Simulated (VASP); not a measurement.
Crystal: B.

```
B
1.0
     6.03612    0.00000    0.00000
     0.00000    6.03612    0.00000
     0.00000    0.00000    2.84804
B
8
Direct
  0.50000 0.93502 0.00000
  0.50000 0.06498 0.50000
  0.06498 0.50000 0.75000
  0.93502 0.50000 0.25000
  0.50000 0.66782 0.00000
  0.50000 0.33218 0.50000
  0.33218 0.50000 0.75000
  0.66782 0.50000 0.25000
```

| Property | Result |
| --- | --- |
| Program | VASP 6.6.1 |
| Task | relaxation of cell and atoms |
| Functional | PBE |
| Potentials or basis | VASP PAW PBE potentials, release 64 (B) |
| Cutoff | 600 eV |
| k mesh | 4 × 4 × 6 |
| Occupations | gaussian, width 0.1 eV |
| Spin | no spin polarisation |

At the start: pressure 14.2 GPa; volume 12.97 Å³/atom.

Problem. Where does the relaxation end?

Solution. Over 20 steps the energy falls by 698.0 meV/atom and the volume is 9.19 Å³/atom (-29.1 %); space group P4_322 (No. 95, to 0.05 Å).

The path:
```
step  energy change (eV)  largest force (eV/Å)  pressure (GPa)  volume (Å³)
   1              0.0000                1.2169           14.22       103.77
   2             -0.5560                1.2301           -3.37       121.99
   3             -0.6537                0.9139            0.66       116.34
   4             -0.7625                0.4925           -2.82       120.09
   5             -0.7695                0.2731           -2.21       119.34
   6             -0.8442                0.2836           -1.30       117.16
   7             -0.9036                0.4899           -0.08       113.16
   8             -0.9729                0.2808           -0.21       111.52
   9             -1.0259                0.1990           -0.68       109.63
  10             -1.1057                0.0697           -1.75       105.91
  11             -1.5964                0.6972           -6.50        98.70
  12             -4.7241                0.7473          -17.67        85.20
  13              1.3550                1.9479           61.40        61.69
  14             -4.7134                2.0865           -2.15        74.54
  15             -5.2658                0.1306          -13.41        80.09
  16             -5.2828                0.5239          -12.14        78.97
  17             -5.4455                0.2868           10.01        70.51
  18             -5.5662                0.3659            0.30        73.67
  19             -5.5825                0.1384           -0.09        73.47
  20             -5.5844                0.0151           -0.03        73.52
```

Final structure:
```
CELL_PARAMETERS angstrom
5.03314 0.00000 0.00000
0.00000 5.03314 0.00000
0.00000 0.00000 2.90231
ATOMIC_POSITIONS crystal
B 0.50000 0.07870 0.00000
B 0.50000 0.92130 0.50000
B 0.92130 0.50000 0.75000
B 0.07870 0.50000 0.25000
B 0.50000 0.73455 0.00000
B 0.50000 0.26545 0.50000
B 0.26545 0.50000 0.75000
B 0.73455 0.50000 0.25000
```

Caveat: the k points lie up to 0.36 Å⁻¹ apart in the final cell; the volume moved by over 15 % at a fixed basis, so the end points are rough.
